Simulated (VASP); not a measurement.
# Ni (Immm) in VASP: a series of runs

The runs below take Ni through single point, with PBE.

All numbers are computed with VASP 6.6.1; they aren't measurements. Logs are shortened: lines on timing, memory, paths and dates and some standing lists are left out, and cuts for length are marked.

### 1 The cell of the first run

It takes space group Immm (No. 71, orthorhombic). The conventional cell has a = 2.453 Å, b = 2.547 Å, c = 3.536 Å, α = 90.00°, β = 90.00°, γ = 90.00°. Within 3.2 Å of Ni (site symmetry mmm) lie 12 Ni at 2.45 to 2.55 Å.

### 2 Single point, PBE, collinear spin, ferromagnetic start (strain +0.0375 x Voigt [0, 0, 0, 1, 0, 0])

Contents of INCAR:

```
PREC = Accurate
ENCUT = 520
EDIFF = 1E-6
ISMEAR = 0
SIGMA = 0.15
LREAL = F
LASPH = T
NELM = 150
ALGO = Normal
ISIF = 2
LWAVE = F
LCHARG = F
ISPIN = 2
MAGMOM = 0.81
LORBIT = 11
LMAXMIX = 4
GGA = PE
NBANDS = 15
```

Contents of KPOINTS:

```
regular mesh
0
Gamma
  22 22 22
```

Contents of POSCAR:

```
Ni
1.0
    0.0000000000      1.8010990625      1.8010990625
    1.7679500000      0.0331490625      1.7679500000
    1.7679500000      1.7679500000      0.0331490625
Ni
1
Direct
    0.0000000000      0.0000000000      0.0000000000
```

Potentials or basis: VASP PAW PBE potentials, release 64 (Ni).

The run is started by

```bash
$ cat potpaw_PBE.64/Ni/POTCAR > POTCAR
$ mpirun -np 1 vasp_std > vasp.out
```

OUTCAR:

```text
PREC = Accurate
   ENCUT = 520
   EDIFF = 1E-6
   ISMEAR = 0
   LREAL = F
   LASPH = T
   NELM = 150
   ISIF = 2
   ISPIN = 2
   LORBIT = 11
   GGA = PE

 ion  position               nearest neighbor table
   1  0.000  0.000  0.000-

  LATTYP: Found a body centered orthorhombic cell.
 ALAT       =     2.4533790138
 B/A-ratio  =     1.0382165605
 C/A-ratio  =     1.4412367515

  Lattice vectors:

 A1 = (  -1.7679500000,   1.7679500000,   0.0331490625)
 A2 = (  -1.7679500000,  -1.7679500000,  -0.0331490625)
 A3 = (   1.7679500000,   0.0331490625,   1.7679500000)

Analysis of symmetry for initial positions (statically):
=====================================================================
 Subroutine PRICEL returns:
 Original cell was already a primitive cell.

 Routine SETGRP: Setting up the symmetry group for a
 body centered orthorhombic supercell.

 Subroutine GETGRP returns: Found  8 space group operations
 (whereof  8 operations were pure point group operations)
 out of a pool of  8 trial point group operations.

The static configuration has the point symmetry D_2h.

Analysis of symmetry for dynamics (positions and initial velocities):
=====================================================================
 Subroutine PRICEL returns:
 Original cell was already a primitive cell.

 Routine SETGRP: Setting up the symmetry group for a
 body centered orthorhombic supercell.

 Subroutine GETGRP returns: Found  8 space group operations
 (whereof  8 operations were pure point group operations)
 out of a pool of  8 trial point group operations.

The dynamic configuration has the point symmetry D_2h.

Analysis of structural, dynamic, and magnetic symmetry:
=====================================================================
 Subroutine PRICEL returns:
 Original cell was already a primitive cell.

 Routine SETGRP: Setting up the symmetry group for a
 body centered orthorhombic supercell.

 Subroutine GETGRP returns: Found  8 space group operations
 (whereof  8 operations were pure point group operations)
 out of a pool of  8 trial point group operations.

The overall configuration has the point symmetry D_2h.

 Subroutine INISYM returns: Found  8 space group operations
 (whereof  8 operations are pure point group operations),
 and found     1 'primitive' translations

----------------------------------------------------------------------------------------

                                     Primitive cell

  volume of cell :      11.0481

  direct lattice vectors                    reciprocal lattice vectors
     0.000000000  1.801099063  1.801099063    -0.282813428  0.277608273  0.277608273
     1.767950000  0.033149062  1.767950000     0.282813428 -0.288217506  0.288217506
     1.767950000  1.767950000  0.033149062     0.282813428  0.288217506 -0.288217506

  length of vectors
     2.547138721  2.500478607  2.500478607     0.483855496  0.496106941  0.496106941

  position of ions in fractional coordinates (direct lattice)
     0.000000000  0.000000000  0.000000000

  ion indices of the primitive-cell ions
   primitive index   ion index
                 1           1

----------------------------------------------------------------------------------------

 KPOINTS: regular mesh

Automatic generation of k-mesh.
 Grid dimensions read from file:
 generate k-points for:   22   22   22

 Generating k-lattice:

  Cartesian coordinates                     Fractional coordinates (reciprocal lattice)
    -0.012855156  0.012618558  0.012618558     0.045454545  0.000000000  0.000000000
     0.012855156 -0.013100796  0.013100796     0.000000000  0.045454545 -0.000000000
     0.012855156  0.013100796 -0.013100796     0.000000000 -0.000000000  0.045454545

  Length of vectors
     0.021993432  0.022550315  0.022550315

  Shift w.r.t. Gamma in fractional coordinates (k-lattice)
     0.000000000  0.000000000  0.000000000

 Subroutine IBZKPT returns following result:
 ===========================================

 Found   1530 irreducible k-points:

 Following reciprocal coordinates:
            Coordinates               Weight
  0.000000  0.000000  0.000000      1.000000
  0.045455  0.000000  0.000000      4.000000
  0.090909  0.000000  0.000000      4.000000
  0.136364  0.000000  0.000000      4.000000
  0.181818  0.000000  0.000000      4.000000
  0.227273  0.000000  0.000000      4.000000
[... 16 lines left out ...]
  0.454545  0.045455  0.000000      8.000000
  0.500000  0.045455  0.000000      8.000000
 [... further k-points ...]
   k-points           NKPTS =   1530   k-points in BZ     NKDIM =   1530   number of bands    NBANDS=     15
   number of dos      NEDOS =    301   number of ions     NIONS =      1
   total plane-waves  NPLWV =   8000
   dimension x,y,z NGX =    20 NGY =   20 NGZ =   20
   dimension x,y,z NGXF=    40 NGYF=   40 NGZF=   40
   ions per type =               1
   NGX,Y,Z   is equivalent  to a cutoff of  13.05, 13.30, 13.30 a.u.
   NGXF,Y,Z  is equivalent  to a cutoff of  26.11, 26.59, 26.59 a.u.
 SYSTEM =  unknown system
   PREC   = accura    normal or accurate (medium, high low for compatibility)
   ISTART =      0    job   : 0-new  1-cont  2-samecut
   ICHARG =      2    charge: 1-file 2-atom 10-const
   ISPIN  =      2    spin polarized calculation?
   LNONCOLLINEAR =      F non collinear calculations
   LSORBIT =      F    spin-orbit coupling
   LASPH  =      T    aspherical Exc in radial PAW
   ENCUT  =  520.0 eV  38.22 Ry    6.18 a.u.   4.74  4.65  4.65*2*pi/ulx,y,z
   NELM   =    150;   NELMIN=  2; NELMDL= -5     # of ELM steps
   EDIFF  = 0.1E-05   stopping-criterion for ELM
   LREAL  =      F    real-space projection
   EDIFFG = 0.1E-04   stopping-criterion for IOM
   NSW    =      0    number of steps for IOM
   IBRION =     -1    ionic relax: 0-MD 1-quasi-New 2-CG
   NFREE  =      0    steps in history (QN), initial steepest desc. (CG)
   ISIF   =      2    stress and relaxation
   ISYM   =      2    0-nonsym 1-usesym 2-fastsym
   POTIM  = 0.5000    time-step for ionic-motion
   TEBEG  =    0.0;   TEEND  =   0.0 temperature during run
   PSTRESS=    0.0 pullay stress
   NELECT =      10.0000    total number of electrons
   NUPDOWN=      -1.0000    fix difference up-down
   EMIN   =  10.00;   EMAX   =-10.00  energy-range for DOS
   EFERMI =   0.00;   METHOD = LEGACY
   ISMEAR =     0;   SIGMA  =   0.15  broadening in eV -4-tet -1-fermi 0-gaus
   EFERMI_NEDOS =   21; number of points for ismear=-14 and -15
   IALGO  =     38    algorithm
   IMIX   =      4    mixing-type and parameters
     AMIX     =   0.40;   BMIX     =  1.00
     AMIX_MAG =   1.60;   BMIX_MAG =  1.00
  volume/ion in A,a.u.               =      11.05        74.56
  Fermi-wavevector in a.u.,A,eV,Ry     =   1.583601  2.992572 34.120582  2.507792
  Thomas-Fermi vector in A             =   2.683347
   LORBIT       =     11    0 simple, 1 ext, 2 COOP (PROOUT), +10 PAW based schemes
   GGA     = PE    functional components
   LHFCALC =     F    Hartree Fock is set to
   AEXX    =    0.0000 exact exchange contribution
   IVDW    =     0    specifies the selected vdW correction
   LEPSILON=     F    determine dielectric tensor
   LRPA    =     F    only Hartree local field effects (RPA)
 spin polarized calculation
 Gauss-broadening in eV      SIGMA  =   0.15
  energy-cutoff  :      520.00
  volume of cell :       11.05
 maximum number of plane-waves:       310
   NGX =  9   NGY =  9   NGZ =  9

 number of electron      10.0000003 magnetization       0.6343859

 Free energy of the ion-electron system (eV)
  ---------------------------------------------------
  ext. energy  EPLUGINS =         0.00000000
  ---------------------------------------------------
  free energy    TOTEN  =        -5.47283690 eV

  energy without entropy =       -5.45301418  energy(sigma->0) =       -5.46292554

 E-fermi :   9.1571     XC(G=0): -13.1645

 val. band max:        9.1569888893   @ k =  -0.0455   0.4091   0.0455
 cond. band min:       9.1571822436   @ k =  -0.3636   0.0909   0.0455
 fundamental gap:      0.0001933543
 Fermi energy:         9.1571292060

 spin component 1

 k-point     1 :       0.0000    0.0000    0.0000
  band No.  band energies     occupation
      1       0.2575      1.00000
      2       6.6459      1.00000
      3       6.7378      1.00000
      4       6.8805      1.00000
      5       7.9166      1.00000
      6       7.9275      1.00000
      7      32.6275      0.00000
      8      35.5803      0.00000
      9      36.6396      0.00000
     10      37.4375      0.00000
     11      38.5949      0.00000
     12      39.2700      0.00000
     13      40.2040      0.00000
     14      42.5288      0.00000
     15      48.2136      0.00000
[... 397 lines left out ...]
 k-point    24 :       0.5000    0.0455    0.0000
  band No.  band energies     occupation
      1       4.4198      1.00000
      2       6.6854      1.00000
      3       6.8913      1.00000
      4       8.0222      1.00000
      5       8.5225      1.00000
      6       9.2696      0.14445
      7      14.5258      0.00000
      8      31.1284      0.00000
      9      32.9810      0.00000
     10      33.5613      0.00000
     11      37.3601      0.00000
     12      37.9418      0.00000
     13      43.3112      0.00000
     14      53.7486      0.00000
     15      54.4263      0.00000

 [... further k-points ...]

 spin component 2

 k-point     1 :       0.0000    0.0000    0.0000
  band No.  band energies     occupation
      1       0.2220      1.00000
      2       7.4059      1.00000
      3       7.4951      1.00000
      4       7.6435      1.00000
      5       8.5152      1.00000
      6       8.5196      1.00000
      7      32.4669      0.00000
      8      35.5692      0.00000
      9      36.6166      0.00000
     10      37.4167      0.00000
     11      38.7043      0.00000
     12      39.3643      0.00000
     13      40.2960      0.00000
     14      42.4077      0.00000
     15      48.3954      0.00000
[... 397 lines left out ...]
 k-point    24 :       0.5000    0.0455    0.0000
  band No.  band energies     occupation
      1       4.8490      1.00000
      2       7.3183      1.00000
      3       7.5167      1.00000
      4       8.3246      1.00000
      5       9.2644      0.15590
      6       9.6831      0.00000
      7      14.9554      0.00000
      8      31.0100      0.00000
      9      33.0603      0.00000
     10      33.6388      0.00000
     11      37.4071      0.00000
     12      37.9641      0.00000
     13      43.4252      0.00000
     14      53.8792      0.00000
     15      54.7579      0.00000

 [... further k-points ...]
[... 5 lines left out ...]
  --------------------------------------------------------------------------------------
  -------------------------------------------------------------------------------------
  Total       -0.1925328     -0.1517946     -0.1517946      0.0000000     -0.3184669      0.0000000
  in kB      -27.9208088    -22.0130240    -22.0130240      0.0000000    -46.1835940      0.0000000
  external PRESSURE =     -23.9822856 kB  Pullay stress =       0.0000000 kB

 VOLUME and BASIS-vectors are now :
 -----------------------------------------------------------------------------
  energy-cutoff  :      520.00
  volume of cell :       11.05
      direct lattice vectors                 reciprocal lattice vectors
     0.000000000  1.801099063  1.801099063    -0.282813428  0.277608273  0.277608273
     1.767950000  0.033149062  1.767950000     0.282813428 -0.288217506  0.288217506
     1.767950000  1.767950000  0.033149062     0.282813428  0.288217506 -0.288217506

 POSITION                                       TOTAL-FORCE (eV/Angst)
 -----------------------------------------------------------------------------------
      0.00000      0.00000      0.00000         0.000000      0.000000     -0.000000
 -----------------------------------------------------------------------------------
    total drift:                                0.000000      0.000000      0.000000

  FREE ENERGIE OF THE ION-ELECTRON SYSTEM (eV)
  ---------------------------------------------------
  free  energy   TOTEN  =        -5.4728368978 eV

  energy  without entropy=       -5.4530141773  energy(sigma->0) =       -5.46292554

 total charge

# of ion       s       p       d       tot
------------------------------------------
    1        0.492   0.485   8.308   9.284

 magnetization (x)

# of ion       s       p       d       tot
------------------------------------------
    1       -0.006  -0.025   0.679   0.648
```

Run time: 12 min. Hardware: 1 thread of Intel Xeon 8259CL, shared host; peak memory 0.46 GiB.

Results:

| Property | Result |
| --- | --- |
| Free energy | -5.4728 eV |
| Pressure | -2.4 GPa |
| Net moment | 0.63 μB per cell |
| Site moments | Ni +0.65 μB |
| Valence electrons inside the program's atomic spheres | Ni 9.28 |

Caveat: the cell differs from its parent crystal (strain +0.0375 x Voigt [0, 0, 0, 1, 0, 0]).

### 3 Single point, PBE, collinear spin, ferromagnetic start (strain +0.0187 x Voigt [0, 0, 0, 1, 0, 0])

Contents of INCAR:

```
PREC     = Accurate       # precision mode
ENCUT    = 520            # plane-wave cutoff, eV
EDIFF    = 1E-7           # SCF threshold, eV
ISMEAR   = 0              # smearing method
SIGMA    = 0.15           # smearing width, eV
LREAL    = False          # projectors in reciprocal space
LASPH    = True           # aspherical terms in the spheres
NELM     = 150            # most SCF steps
ALGO     = Normal         # electronic algorithm
ISIF     = 2              # what is computed and relaxed
LWAVE    = False          # write WAVECAR
LCHARG   = False          # write CHGCAR
ISPIN    = 2              # spin polarisation
MAGMOM   = 0.81           # initial moments
LORBIT   = 11             # projections on sites
LMAXMIX  = 4              # l up to which the mixer works
GGA      = PE             # functional
NBANDS   = 15             # bands
```

KPOINTS is that of step 2.

Contents of POSCAR:

```
Ni
1.0
    0.0000000000      1.7844803325      1.7844803325
    1.7679500000      0.0165303325      1.7679500000
    1.7679500000      1.7679500000      0.0165303325
Ni
1
Direct
    0.0000000000      0.0000000000      0.0000000000
```

Potentials or basis: VASP PAW PBE potentials, release 64 (Ni).

The run is started by

```bash
$ cat potpaw_PBE.64/Ni/POTCAR > POTCAR
$ mpirun -np 1 vasp_std > vasp.out
```

Run time: 4.4 min. Hardware: 1 thread of Intel Xeon 6975P-C (Granite Rapids), shared host; peak memory 0.46 GiB.

The run converged. Its results:

```
Free energy                                           : -5.4773 eV
Pressure                                              : -2.6 GPa
Net moment                                            : 0.64 μB per cell
Site moments                                          : Ni +0.65 μB
Valence electrons inside the program's atomic spheres : Ni 9.28
```

Stress tensor (GPa, compression positive):
```
-2.72  0.00  0.00
 0.00 -2.58 -2.30
 0.00 -2.30 -2.58
```

Levels at points of the mesh, in eV from the Fermi level:
Spin up:
```
           k point  band 3  band 4  band 5  band 6  band 7  band 8
(0.00, 0.00, 0.00)   -2.40   -2.34   -1.25   -1.24   23.56   26.87
(0.50, 0.00, 0.00)   -2.32   -0.63   -0.60   -0.35    5.42   22.21
(0.00, 0.50, 0.00)   -2.32   -0.62   -0.59   -0.17    5.69   21.94
(0.50, 0.50, 0.00)   -0.56   -0.49   -0.48    2.44    9.08   14.68
(0.00, 0.50, 0.50)   -0.56   -0.49   -0.48    2.44    9.08   14.22
```
Spin down:
```tsv
k point	band 2	band 3	band 4	band 5	band 6	band 7	band 8	band 9
(0.00, 0.00, 0.00)	-1.69	-1.64	-1.58	-0.65	-0.65	23.40	26.86	27.35
(0.50, 0.00, 0.00)	-1.80	-1.68	-0.42	0.12	0.17	5.85	22.07	24.56
(0.00, 0.50, 0.00)	-1.82	-1.70	-0.23	0.15	0.19	6.11	21.80	24.14
(0.50, 0.50, 0.00)	-3.49	0.06	0.39	0.39	2.40	9.33	14.69	14.69
(0.00, 0.50, 0.50)	-3.49	0.07	0.38	0.40	2.40	9.33	14.23	15.16
```

Caveat: the cell differs from its parent crystal (strain +0.0187 x Voigt [0, 0, 0, 1, 0, 0]).
